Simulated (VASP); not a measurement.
# KI (Pm-3m) in VASP: a series of runs, part 2 of 2

VASP 6.6.1. The steps go on from the part before.

**3. Single point, PBE-based screened hybrid**

Input file POSCAR:

```
KI
1.0
    4.2911966600      0.0000000000      0.0000000000
    0.0000000000      4.2911966600      0.0000000000
    0.0000000000      0.0000000000      4.2911966600
I K
1 1
Direct
    0.5000000000      0.5000000000      0.5000000000
    0.0000000000      0.0000000000      0.0000000000
```

Input file INCAR.step1:

```
SYSTEM = KI
  PREC = Accurate
  ENCUT = 520
  EDIFF = 1E-5
  ISMEAR = -1
  SIGMA = 0.05
  LREAL = .False.
  LASPH = .True.
  NELM = 100
  ALGO = Normal
  ISIF = 2
  LWAVE = .True.
  LCHARG = .False.
  GGA = PE
  NBANDS = 15
```

Input file INCAR.step2:

```
SYSTEM = KI
  PREC = Accurate
  ENCUT = 520
  EDIFF = 1E-6
  ISMEAR = -1
  SIGMA = 0.05
  LREAL = .False.
  LASPH = .True.
  NELM = 100
  ALGO = Normal
  ISIF = 2
  LWAVE = .False.
  LCHARG = .False.
  GGA = PE
  LHFCALC = .True.
  AEXX = 0.4
  HFSCREEN = 0.2
  PRECFOCK = Normal
  ISTART = 1
  NBANDS = 15
```

Input file KPOINTS:

```
Automatic mesh
0
Gamma
  3 3 3
  0 0 0
```

Potentials or basis: VASP PAW PBE potentials, release 64 (I, K_sv).

On the command line:

```bash
> cat potpaw_PBE.64/I/POTCAR potpaw_PBE.64/K_sv/POTCAR > POTCAR
> cp INCAR.step1 INCAR
> mpirun -np 1 vasp_std > vasp.out
> cp INCAR.step2 INCAR
> mpirun -np 1 vasp_std > vasp.out
```

OUTCAR:

```text
SYSTEM = KI
   PREC = Accurate
   ENCUT = 520
   EDIFF = 1E-6
   ISMEAR = -1
   LREAL = .False.
   LASPH = .True.
   NELM = 100
   ISIF = 2
   GGA = PE
   LHFCALC = .True.
   AEXX = 0.4
   HFSCREEN = 0.2
   PRECFOCK = Normal
   ISTART = 1

 ion  position               nearest neighbor table
   1  0.500  0.500  0.500-
   2  0.000  0.000  0.000-

  LATTYP: Found a simple cubic cell.
 ALAT       =     4.2911966600

  Lattice vectors:

 A1 = (   4.2911966600,   0.0000000000,   0.0000000000)
 A2 = (   0.0000000000,   4.2911966600,   0.0000000000)
 A3 = (   0.0000000000,   0.0000000000,   4.2911966600)

Analysis of symmetry for initial positions (statically):
=====================================================================
 Subroutine PRICEL returns:
 Original cell was already a primitive cell.

 Routine SETGRP: Setting up the symmetry group for a
 simple cubic supercell.

 Subroutine GETGRP returns: Found 48 space group operations
 (whereof 48 operations were pure point group operations)
 out of a pool of 48 trial point group operations.

The static configuration has the point symmetry O_h .

Analysis of symmetry for dynamics (positions and initial velocities):
=====================================================================
 Subroutine PRICEL returns:
 Original cell was already a primitive cell.

 Routine SETGRP: Setting up the symmetry group for a
 simple cubic supercell.

 Subroutine GETGRP returns: Found 48 space group operations
 (whereof 48 operations were pure point group operations)
 out of a pool of 48 trial point group operations.

The dynamic configuration has the point symmetry O_h .

 Subroutine INISYM returns: Found 48 space group operations
 (whereof 48 operations are pure point group operations),
 and found     1 'primitive' translations

----------------------------------------------------------------------------------------

[... 106 lines left out ...]
   ENCUTFOCK=  -1.0 apply spherical cutoff to Coloumb kernel
   IVDW    =     0    specifies the selected vdW correction
   LEPSILON=     F    determine dielectric tensor
   LRPA    =     F    only Hartree local field effects (RPA)
 non-spin polarized calculation
  energy-cutoff  :      520.00
  volume of cell :       79.02
 maximum number of plane-waves:      2135
 NGX is ok and might be reduce to    32
  NGX = 24; NGY = 24; NGZ = 24

 number of electron      16.0000003 magnetization

 Free energy of the ion-electron system (eV)
  ---------------------------------------------------
  ext. energy  EPLUGINS =         0.00000000
  ---------------------------------------------------
  free energy    TOTEN  =        -6.79595247 eV

  energy without entropy =       -6.79595247  energy(sigma->0) =       -6.79595247

 E-fermi :   0.8686     XC(G=0):  -5.6959

 val. band max:       -0.3743399795   @ k =   0.3333   0.3333   0.0000
 cond. band min:       4.7282163566   @ k =   0.0000   0.0000   0.0000
 fundamental gap:      5.1025563361
 Fermi energy:         0.8686252537

 k-point     1 :       0.0000    0.0000    0.0000
  band No.  band energies     occupation
      1     -33.4421      2.00000
      2     -14.7258      2.00000
      3     -14.7258      2.00000
      4     -14.7258      2.00000
      5     -12.8819      2.00000
      6      -0.6369      2.00000
      7      -0.6369      2.00000
      8      -0.6369      2.00000
      9       4.7282      0.00000
     10       6.2297      0.00000
     11       6.2297      0.00000
     12      10.4795      0.00000
     13      10.4795      0.00000
     14      10.4795      0.00000
[... 41 lines left out ...]
      2     -14.7926      2.00000
      3     -14.7739      2.00000
      4     -14.7739      2.00000
      5     -12.3934      2.00000
      6      -1.7732      2.00000
      7      -1.7686      2.00000
      8      -1.7686      2.00000
      9       6.8289      0.00000
     10       7.3907      0.00000
     11       7.3907      0.00000
     12       9.5121      0.00000
     13      10.4583      0.00000
     14      10.4583      0.00000
     15      12.4530      0.00000

------------------------ aborting loop because EDIFF is reached ----------------------------------------

  FORCE on cell =-STRESS in cart. coord.  units (eV):
  Direction    XX          YY          ZZ          XY          YZ          ZX
  --------------------------------------------------------------------------------------
  -------------------------------------------------------------------------------------
  Total        0.1566463      0.1566463      0.1566463      0.0000000     -0.0000000     -0.0000000
  in kB        3.1761104      3.1761104      3.1761104      0.0000000     -0.0000000     -0.0000000
  external PRESSURE =       3.1761104 kB  Pullay stress =       0.0000000 kB

 VOLUME and BASIS-vectors are now :
 -----------------------------------------------------------------------------
  energy-cutoff  :      520.00
  volume of cell :       79.02
      direct lattice vectors                 reciprocal lattice vectors
     4.291196660  0.000000000  0.000000000     0.233035230  0.000000000  0.000000000
     0.000000000  4.291196660  0.000000000     0.000000000  0.233035230  0.000000000
     0.000000000  0.000000000  4.291196660     0.000000000  0.000000000  0.233035230

 POSITION                                       TOTAL-FORCE (eV/Angst)
 -----------------------------------------------------------------------------------
      2.14560      2.14560      2.14560         0.000000      0.000000      0.000000
      0.00000      0.00000      0.00000         0.000000      0.000000      0.000000
 -----------------------------------------------------------------------------------
    total drift:                                0.000003      0.000001      0.000001

  FREE ENERGIE OF THE ION-ELECTRON SYSTEM (eV)
  ---------------------------------------------------
  free  energy   TOTEN  =        -6.7959524704 eV

  energy  without entropy=       -6.7959524704  energy(sigma->0) =       -6.79595247
```

Wall time 72 s (1 thread of Intel Xeon Platinum 8375C at 2.90GHz (Ice Lake), shared host); peak memory 0.28 GiB.

Results:

| Property | Result |
| --- | --- |
| Free energy | -6.7960 eV |
| Pressure | 0.3 GPa |
| Band gap on the k mesh | 5.10 eV, indirect (least direct gap 5.37 eV) |

Levels at points of the mesh, in eV from the valence-band top:
```tsv
k point	band 5	band 6	band 7	band 8	band 9	band 10	band 11	band 12
(0.00, 0.00, 0.00)	-12.51	-0.26	-0.26	-0.26	5.10	6.60	6.60	10.85
```

Caveat: the k points lie up to 0.49 Å⁻¹ apart; the PAW data sets were made with another functional, which shifts forces and pressure a little; spin-orbit coupling is left out, which moves the levels of the heavy elements.
